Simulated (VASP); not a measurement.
# Ni (Fm-3m) in VASP: further runs, part 2 of 2

VASP 6.6.1. The steps go on from the part before.

## 3. Single point, PBEsol+U, collinear spin, ferromagnetic start

File POSCAR:

```
Ni
1.0
    0.0000000000      1.7375729330      1.7375729330
    1.7375729330      0.0000000000      1.7375729330
    1.7375729330      1.7375729330      0.0000000000
Ni
1
Direct
    0.0000000000      0.0000000000      0.0000000000
```

File INCAR.step1:

```
SYSTEM = Ni
  GGA = PS
  ISPIN = 2
  MAGMOM = 1
  LORBIT = 11
  LDAU = .TRUE.
  LDAUTYPE = 2
  LDAUL = 2
  LDAUU = 5
  LDAUJ = 0
  ISMEAR = 1
  SIGMA = 0.1
  LWAVE = .FALSE.
  LCHARG = .TRUE.
  NBANDS = 25
  PREC = Accurate
  LASPH = .TRUE.
  LREAL = .FALSE.
  ALGO = Normal
  EDIFF = 1E-6
  NELM = 200
  GGA_COMPAT = .FALSE.
  ENCUT = 540
  LMAXMIX = 4
```

File KPOINTS.step1:

```
k-points
0
Gamma
  15 15 15
```

File INCAR.step2:

```
SYSTEM = Ni
  GGA = PS
  ISPIN = 2
  MAGMOM = 1
  LORBIT = 11
  LDAU = .TRUE.
  LDAUTYPE = 2
  LDAUL = 2
  LDAUU = 5
  LDAUJ = 0
  ISMEAR = -5
  LWAVE = .FALSE.
  LCHARG = .FALSE.
  NBANDS = 25
  PREC = Accurate
  LASPH = .TRUE.
  LREAL = .FALSE.
  ALGO = Normal
  EDIFF = 1E-6
  NELM = 200
  GGA_COMPAT = .FALSE.
  ENCUT = 540
  LMAXMIX = 4
  NEDOS = 4001
  EMIN = -7.851
  EMAX = 17.149
  ICHARG = 11
```

File KPOINTS.step2:

```
Automatic mesh
0
Gamma
  32 32 32
  0 0 0
```

Potentials or basis: VASP PAW PBE potentials, release 64 (Ni).

The run is started by

```bash
$ cat potpaw_PBE.64/Ni/POTCAR > POTCAR
$ cp INCAR.step1 INCAR
$ cp KPOINTS.step1 KPOINTS
$ mpirun -np 1 vasp_std > vasp.out
$ cp INCAR.step2 INCAR
$ cp KPOINTS.step2 KPOINTS
$ mpirun -np 1 vasp_std > vasp.out
```

OUTCAR:

```text
SYSTEM = Ni
   GGA = PS
   ISPIN = 2
   LORBIT = 11
   ISMEAR = -5
   PREC = Accurate
   LASPH = .TRUE.
   LREAL = .FALSE.
   EDIFF = 1E-6
   NELM = 200
   ENCUT = 540
   EMIN = -7.851
   ICHARG = 11

 ion  position               nearest neighbor table
   1  0.000  0.000  0.000-

  LATTYP: Found a face centered cubic cell.
 ALAT       =     3.4751458660

  Lattice vectors:

 A1 = (   0.0000000000,   1.7375729330,   1.7375729330)
 A2 = (   1.7375729330,   0.0000000000,   1.7375729330)
 A3 = (   1.7375729330,   1.7375729330,   0.0000000000)

Analysis of symmetry for initial positions (statically):
=====================================================================
 Subroutine PRICEL returns:
 Original cell was already a primitive cell.

 Routine SETGRP: Setting up the symmetry group for a
 face centered cubic supercell.

 Subroutine GETGRP returns: Found 48 space group operations
 (whereof 48 operations were pure point group operations)
 out of a pool of 48 trial point group operations.

The static configuration has the point symmetry O_h .

Analysis of symmetry for dynamics (positions and initial velocities):
[... 675 lines left out ...]
 k-point     1 :       0.0000    0.0000    0.0000
  band No.  band energies     occupation
      1       0.3698      1.00000
      2       7.4422      1.00000
      3       7.4422      1.00000
      4       7.5721      1.00000
      5       7.5721      1.00000
      6       7.5721      1.00000
[... 459 lines left out ...]
      6       8.1966      1.00000
[... 9 lines left out ...]
     16      52.2173      0.00000
     17      54.7346      0.00000

 [... further k-points ...]

 [bands above 17 left out]

------------------------ aborting loop because EDIFF is reached ----------------------------------------

  FORCE on cell =-STRESS in cart. coord.  units (eV):
  Direction    XX          YY          ZZ          XY          YZ          ZX
  --------------------------------------------------------------------------------------
  -------------------------------------------------------------------------------------
  Total       -0.5072454     -0.5072454     -0.5072454      0.0000000      0.0000000      0.0000000
  in kB      -77.4585823    -77.4585823    -77.4585823      0.0000000      0.0000000      0.0000000
  external PRESSURE =     -77.4585823 kB  Pullay stress =       0.0000000 kB

 VOLUME and BASIS-vectors are now :
 -----------------------------------------------------------------------------
  energy-cutoff  :      540.00
  volume of cell :       10.49
      direct lattice vectors                 reciprocal lattice vectors
     0.000000000  1.737572933  1.737572933    -0.287757705  0.287757705  0.287757705
     1.737572933  0.000000000  1.737572933     0.287757705 -0.287757705  0.287757705
     1.737572933  1.737572933  0.000000000     0.287757705  0.287757705 -0.287757705

 POSITION                                       TOTAL-FORCE (eV/Angst)
 -----------------------------------------------------------------------------------
      0.00000      0.00000      0.00000         0.000000      0.000000      0.000000
 -----------------------------------------------------------------------------------
    total drift:                                0.000000      0.000000     -0.000000

  FREE ENERGIE OF THE ION-ELECTRON SYSTEM (eV)
  ---------------------------------------------------
  free  energy   TOTEN  =        -3.1027395943 eV

  energy  without entropy=       -3.1027395943  energy(sigma->0) =       -3.10273959

 total charge

# of ion       s       p       d       tot
------------------------------------------
    1        0.498   0.471   8.520   9.490

 magnetization (x)

# of ion       s       p       d       tot
------------------------------------------
    1       -0.014  -0.047   0.842   0.782
```

OUTCAR.step1:

```text
SYSTEM = Ni
   GGA = PS
   ISPIN = 2
   LORBIT = 11
   ISMEAR = 1
   PREC = Accurate
   LASPH = .TRUE.
   LREAL = .FALSE.
   EDIFF = 1E-6
   NELM = 200
   ENCUT = 540

[... 1210 lines left out ...]
    total drift:                               -0.000000     -0.000000     -0.000000

  FREE ENERGIE OF THE ION-ELECTRON SYSTEM (eV)
  ---------------------------------------------------
  free  energy   TOTEN  =        -3.1006128877 eV

  energy  without entropy=       -3.1006414726  energy(sigma->0) =       -3.10062242

 total charge

# of ion       s       p       d       tot
------------------------------------------
    1        0.500   0.474   8.514   9.488

 magnetization (x)

# of ion       s       p       d       tot
------------------------------------------
    1       -0.012  -0.043   0.857   0.802
```

It took 4.5 min on 1 thread of AMD EPYC 7R13 (Zen 3), shared host; peak memory 0.4 GiB.

Results:

| Item | Value |
| --- | --- |
| Net moment | 0.77 μB per cell |
| Site moments | Ni +0.78 μB |
| Valence electrons inside the program's atomic spheres | Ni 9.49 |
| Density of states at the Fermi level | 1.16 states/eV/atom |

Caveat: the PAW data sets were made with another functional, which shifts forces and pressure a little; the U is typed as a test and isn't derived for this compound; tetrahedron occupations give inexact forces and stress in metals. The state reached can hang on the start; a lower one may exist.

## 4. Single point, PBE+D3(BJ)+U, collinear spin, ferromagnetic start

File INCAR:

```
PREC = Accurate
ENCUT = 520
EDIFF = 1E-6
ISMEAR = 0
SIGMA = 0.15
LREAL = False
LASPH = True
NELM = 150
ALGO = Fast
ISIF = 2
LWAVE = False
LCHARG = False
ISPIN = 2
MAGMOM = 1
LORBIT = 11
LMAXMIX = 4
LDAU = True
LDAUTYPE = 2
LDAUL = 2
LDAUU = 6.2
LDAUJ = 0
LDAUPRINT = 1
GGA = PE
IVDW = 12
NBANDS = 15
```

File KPOINTS:

```
Automatic mesh
0
Gamma
  13 13 13
```

POSCAR is that of step 3.

The run is started by

```bash
$ cat potpaw_PBE.64/Ni/POTCAR > POTCAR
$ mpirun -np 1 vasp_std > vasp.out
```

Run time: 32 s. Hardware: 1 thread of Intel Xeon 8259CL, shared host; peak memory 0.15 GiB.

The run converged. Its results:

| Property | Result |
| --- | --- |
| Free energy | -2.2845 eV |
| Pressure | -11.0 GPa |
| Net moment | 0.80 μB per cell |
| Site moments | Ni +0.84 μB |
| Valence electrons inside the program's atomic spheres | Ni 9.51 |
| Dispersion energy per atom | -0.480 eV |

Levels at points of the mesh, in eV from the Fermi level:
Spin up:
| k point | band 2 | band 3 | band 4 | band 5 | band 6 | band 7 | band 8 | band 9 |
| --- | --- | --- | --- | --- | --- | --- | --- | --- |
| (0.00, 0.00, 0.00) | -4.34 | -4.34 | -4.34 | -2.92 | -2.92 | 24.78 | 27.58 | 27.58 |
Spin down:
```tsv
k point	band 3	band 4	band 5	band 6	band 7	band 8
(0.00, 0.00, 0.00)	-2.18	-1.53	-1.53	-1.53	24.39	28.77
```

Eigenvalues of the final occupation matrices:
| site | spin | trace | eigenvalues |
| --- | --- | --- | --- |
| site 1 d | 1 | 4.74 | 0.95 0.95 0.95 0.95 0.95 |
| site 1 d | 2 | 3.85 | 0.67 0.67 0.67 0.93 0.93 |

Caveat: the cell stands under tension; the U is typed as a test and isn't derived for this compound.

## 5. Overview

| level | U | k mesh | cutoff (eV) | smearing | tolerance level | purpose | K density | dipole correction | gap on the mesh (eV) | moment (μB) |
| --- | --- | --- | --- | --- | --- | --- | --- | --- | --- | --- |
| PBEsol+U | Ni d U = 5 eV | 18 × 18 × 18 | 310 | tetrahedron 0.1 eV | standard | density of states | 15 × 15 × 15 | - | none | 0.78 |
| PBEsol+U | Ni d U = 5 eV | 32 × 32 × 32 | 540 | tetrahedron 0.1 eV | standard | density of states | 15 × 15 × 15 | - | none | 0.77 |
| PBE+D3(BJ)+U | Ni d U = 6.2 eV | 13 × 13 × 13 | 520 | gaussian 0.15 eV | - | - | - | no | none | 0.80 |

Alike in all rows: task single point; potentials or basis VASP PAW PBE potentials, release 64 (Ni); spin collinear, ferromagnetic start; cell as given.

Caveats: the U is typed as a test and isn't derived for this compound; the PAW data sets were made with another functional, which shifts forces and pressure a little (at least some runs); tetrahedron occupations give inexact forces and stress in metals (at least some runs); the cutoff is under 1.25 times the usual one of these potentials, so pressure, stress and relaxed cells hold a basis-set (Pulay) error (at least some runs); the cell stands under tension (at least some runs).

Absolute energies hang on the potentials; compare differences alone.
